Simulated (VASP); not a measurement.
Set up this calculation in VASP 6.6.1, as the native input.

```yaml
Task: single point
Functional: LDA
Potentials_or_basis: VASP PAW LDA potentials, release 64 (Ge_d)
Cutoff: 520 eV
k_mesh: 4 × 4 × 4
Occupations: fermi-dirac, width 0.02 eV
Spin: no spin polarisation
Dipole_correction: no
Further_INCAR_settings: ALGO = Normal; EDIFF = 1e-06; NBANDS = 96
```

The structure of Ge lies in POSCAR:

```
Ge
1.0
    5.8703063948      0.0000000000      0.0000000000
    0.0000000000      5.8703063948      0.0000000000
    0.0000000000      0.0000000000      6.9408594673
Ge
12
Direct
    0.0881660736      0.0881660736      0.0000000000
    0.4118339264      0.5881660736      0.7500000000
    0.9118339264      0.9118339264      0.5000000000
    0.5881660736      0.4118339264      0.2500000000
    0.1706566823      0.3696608416      0.2538111837
    0.1303391584      0.6706566823      0.0038111837
    0.8293433177      0.6303391584      0.7538111837
    0.8696608416      0.3293433177      0.5038111837
    0.6706566823      0.1303391584     -0.0038111837
    0.6303391584      0.8293433177      0.2461888163
    0.3293433177      0.8696608416      0.4961888163
    0.3696608416      0.1706566823      0.7461888163
```

The input as run:

INCAR

```
PREC = Accurate
ENCUT = 520
EDIFF = 1E-6
ISMEAR = -1
SIGMA = 0.02
LREAL = False
LASPH = True
NELM = 60
ALGO = Normal
ISIF = 2
LWAVE = False
LCHARG = False
GGA = CA
NBANDS = 96
```

KPOINTS

```
regular mesh
0
Gamma
  4 4 4
```

Potentials or basis: VASP PAW LDA potentials, release 64 (Ge_d).

Run with:

```console
$ cat potpaw_LDA.64/Ge_d/POTCAR > POTCAR
$ mpirun -np 1 vasp_std > vasp.out
```

Results of the run:

```json
{
  "Pressure": "0.1 GPa",
  "Largest force": "0.006 eV/Å",
  "Band gap on the k mesh": "0.88 eV (least direct gap 1.27 eV)"
}
```

Run time: 7.3 min on 1 thread of Intel(R) Xeon(R) Platinum 8488C (Sapphire Rapids), on a shared host, peak memory 0.42 GiB.
